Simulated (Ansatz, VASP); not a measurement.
# TiO2: VASP beside Ansatz

```
Ti O
1.0
     4.59126    0.00000    0.00000
     0.00000    4.59126    0.00000
     0.00000    0.00000    2.93899
Ti O
2 4
Direct
  0.00000 0.00000 0.00000
  0.50000 0.50000 0.50000
  0.30444 0.30444 0.00000
  0.19556 0.80444 0.50000
  0.69556 0.69556 0.00000
  0.80444 0.19556 0.50000
```

Alike in both runs: task single point; functional PBEsol; k mesh 6 × 6 × 8; no spin polarisation.

|  | VASP | Ansatz |
| --- | --- | --- |
| version | VASP 6.6.1 | Ansatz 0.2.0 |
| potentials or method | VASP PAW PBE potentials, release 64 (Ti_sv, O), cutoff 520 eV | all-electron LAPW, scalar-relativistic |
| occupations | gaussian, width 0.01 eV | fixed |

```csv
,VASP,Ansatz,Ansatz less VASP
gap on the k mesh at the Fermi level (eV),1.84,1.86,+0.022
pressure (GPa),0.7,0.0,-0.72
"traceless stress, the component that is largest in VASP (GPa)",0.20,0.00,-0.205
rms of the force components (eV/Å),0.012,0.001,-0.0108
```

VASP's potentials were made for PBE, not for PBEsol. Atom by atom the forces differ by 0.013 eV/Å (rms over components). Ansatz ran all-electron here, and VASP with PAW potentials. Ansatz's warnings: metallic iterate.
